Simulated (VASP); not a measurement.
# YN (Fm-3m) in VASP: notebook, part 2 of 2

VASP 6.6.1.

## (3) Electric field gradients, PBE

This run uses another cell than the first one, of 14.50 Å³/atom.

File INCAR:

```
ALGO     = Normal         # electronic algorithm
EDIFF    = 1E-8           # SCF threshold, eV
ENCUT    = 520            # plane-wave cutoff, eV
GGA      = PE             # functional
GGA_COMPAT= False        
ISIF     = 2              # what is computed and relaxed
ISMEAR   = -1             # smearing method
LASPH    = True           # aspherical terms in the spheres
LCHARG   = False          # write CHGCAR
LEFG     = True         
LREAL    = False          # projectors in reciprocal space
LWAVE    = False          # write WAVECAR
NBANDS   = 15             # bands
NELM     = 120            # most SCF steps
PREC     = Accurate       # precision mode
SIGMA    = 0.03           # smearing width, eV
```

File KPOINTS:

```
k-points
0
Gamma
  9 9 9
```

File POSCAR:

```
YN
1.0
    0.0000000000      2.4385000000      2.4385000000
    2.4385000000      0.0000000000      2.4385000000
    2.4385000000      2.4385000000      0.0000000000
Y N
1 1
Direct
    0.0000000000      0.0000000000      0.0000000000
    0.5000000000      0.5000000000      0.5000000000
```

Potentials or basis: VASP PAW PBE potentials, release 64 (Y_sv, N).

Launch:

```
$ cat potpaw_PBE.64/Y_sv/POTCAR potpaw_PBE.64/N/POTCAR > POTCAR
$ mpirun -np 1 vasp_std > vasp.out
```

OUTCAR:

```text
EDIFF = 1E-8
   ENCUT = 520
   GGA = PE
   ISIF = 2
   ISMEAR = -1
   LASPH = True
   LREAL = False
   NELM = 120
   PREC = Accurate

 ion  position               nearest neighbor table
   1  0.000  0.000  0.000-   2 2.44   2 2.44   2 2.44   2 2.44   2 2.44   2 2.44
   2  0.500  0.500  0.500-   1 2.44   1 2.44   1 2.44   1 2.44   1 2.44   1 2.44

  LATTYP: Found a face centered cubic cell.
 ALAT       =     4.8770000000

  Lattice vectors:

 A1 = (   0.0000000000,   2.4385000000,   2.4385000000)
 A2 = (   2.4385000000,   0.0000000000,   2.4385000000)
 A3 = (   2.4385000000,   2.4385000000,   0.0000000000)

Analysis of symmetry for initial positions (statically):
[... 642 lines left out ...]
  free  energy   TOTEN  =       -18.2237653492 eV

  energy  without entropy=      -18.2236983887  energy(sigma->0) =      -18.22373187

 Electric field gradients (V/A^2)
---------------------------------------------------------------------
 ion       V_xx      V_yy      V_zz      V_xy      V_xz      V_yz
---------------------------------------------------------------------
   1      -0.000     0.000    -0.000     0.000     0.000     0.000
   2      -0.000     0.000    -0.000    -0.001    -0.001    -0.001
---------------------------------------------------------------------

 Electric field gradients after diagonalization (V/A^2)
 (convention: |V_zz| > |V_xx| > |V_yy|)
----------------------------------------------------------------------
 ion       V_xx      V_yy      V_zz     asymmetry (V_yy - V_xx)/ V_zz
----------------------------------------------------------------------
   1      -0.000    -0.000     0.000       0.000
   2       0.001     0.001    -0.002       0.000
----------------------------------------------------------------------

           NMR quadrupolar parameters

 Cq : quadrupolar parameter    Cq=e*Q*V_zz/h
 eta: asymmetry parameters     (V_yy - V_xx)/ V_zz
 Q  : nuclear electric quadrupole moment in mb (millibarn)
----------------------------------------------------------------------
 ion       Cq(MHz)       eta       Q (mb)
----------------------------------------------------------------------
   1       0.000       0.000       1.000
   2      -0.000       0.000       1.000
----------------------------------------------------------------------
```

Wall time 38 s (1 thread of Intel Xeon Platinum 8488C (Sapphire Rapids), shared host); peak memory 0.18 GiB.

What came out:

| Item | Value |
| --- | --- |
| Free energy | -18.2238 eV |
| Pressure | 2.8 GPa |
| Band gap on the k mesh | 0.24 eV (least direct gap 0.64 eV) |
| Largest electric field gradient by atom | zero within the noise of the run |

Levels at points of the mesh, in eV from the valence-band top:
```csv
k point,band 5,band 6,band 7,band 8,band 9,band 10,band 11,band 12
"(0.00, 0.00, 0.00)",-12.93,0.00,0.00,0.00,3.15,3.15,3.15,4.22
```

Caveat: an odd mesh through Γ misses points on the zone boundary, where band edges can lie.

## (4) Electric field gradients, PBE

This run uses another cell than the first one, of 14.50 Å³/atom.

File INCAR:

```
SYSTEM = YN
PREC = Accurate
ENCUT = 520
EDIFF = 1E-8
ISMEAR = -1
SIGMA = 0.03
LREAL = .False.
LASPH = .True.
NELM = 120
ALGO = Normal
ISIF = 2
LWAVE = .False.
LCHARG = .False.
GGA = PE
LEFG = .True.
NBANDS = 15
GGA_COMPAT = .False.
```

File KPOINTS:

```
Automatic mesh
0
Gamma
  9 9 9
  0 0 0
```

POSCAR is that of step 3.

Potentials or basis: VASP PAW PBE potentials, release 64 (Y_sv, N).

Launch:

```
$ cat potpaw_PBE.64/Y_sv/POTCAR potpaw_PBE.64/N/POTCAR > POTCAR
$ mpirun -np 1 vasp_std > vasp.out
```

OUTCAR:

```text
SYSTEM = YN
   PREC = Accurate
   ENCUT = 520
   EDIFF = 1E-8
   ISMEAR = -1
   LREAL = .False.
   LASPH = .True.
   NELM = 120
   ISIF = 2
   GGA = PE

 ion  position               nearest neighbor table
   1  0.000  0.000  0.000-   2 2.44   2 2.44   2 2.44   2 2.44   2 2.44   2 2.44
   2  0.500  0.500  0.500-   1 2.44   1 2.44   1 2.44   1 2.44   1 2.44   1 2.44

  LATTYP: Found a face centered cubic cell.
 ALAT       =     4.8770000000

  Lattice vectors:

 A1 = (   0.0000000000,   2.4385000000,   2.4385000000)
[... 645 lines left out ...]
  ---------------------------------------------------
  free  energy   TOTEN  =       -18.2237653492 eV

  energy  without entropy=      -18.2236983887  energy(sigma->0) =      -18.22373187

 Electric field gradients (V/A^2)
---------------------------------------------------------------------
 ion       V_xx      V_yy      V_zz      V_xy      V_xz      V_yz
---------------------------------------------------------------------
   1      -0.000     0.000    -0.000     0.000     0.000     0.000
   2      -0.000     0.000    -0.000    -0.001    -0.001    -0.001
---------------------------------------------------------------------

 Electric field gradients after diagonalization (V/A^2)
 (convention: |V_zz| > |V_xx| > |V_yy|)
----------------------------------------------------------------------
 ion       V_xx      V_yy      V_zz     asymmetry (V_yy - V_xx)/ V_zz
----------------------------------------------------------------------
   1      -0.000    -0.000     0.000       0.000
   2       0.001     0.001    -0.002       0.000
----------------------------------------------------------------------

           NMR quadrupolar parameters

 Cq : quadrupolar parameter    Cq=e*Q*V_zz/h
 eta: asymmetry parameters     (V_yy - V_xx)/ V_zz
 Q  : nuclear electric quadrupole moment in mb (millibarn)
----------------------------------------------------------------------
 ion       Cq(MHz)       eta       Q (mb)
----------------------------------------------------------------------
   1       0.000       0.000       1.000
   2      -0.000       0.000       1.000
----------------------------------------------------------------------
```

stdout:

```text
POSCAR found type information on POSCAR Y N
 POSCAR found :  2 types and       2 ions
 scaLAPACK will be used
 LDA part: xc-table for (Slater+PW92), standard interpolation
 POSCAR, INCAR and KPOINTS ok, starting setup
 FFT: planning ... GRIDC
 FFT: planning ... GRID_SOFT
 FFT: planning ... GRID
 WAVECAR not read
 entering main loop
ion   1

ion   2
```

Run time: 33 s. Hardware: 1 thread of Intel Xeon Platinum 8488C (Sapphire Rapids), shared host; peak memory 0.18 GiB.

Results:

| Property | Result |
| --- | --- |
| Free energy | -18.2238 eV |
| Pressure | 2.8 GPa |
| Band gap on the k mesh | 0.24 eV (least direct gap 0.64 eV) |
| Largest electric field gradient by atom | zero within the noise of the run |

Caveat: an odd mesh through Γ misses points on the zone boundary, where band edges can lie.
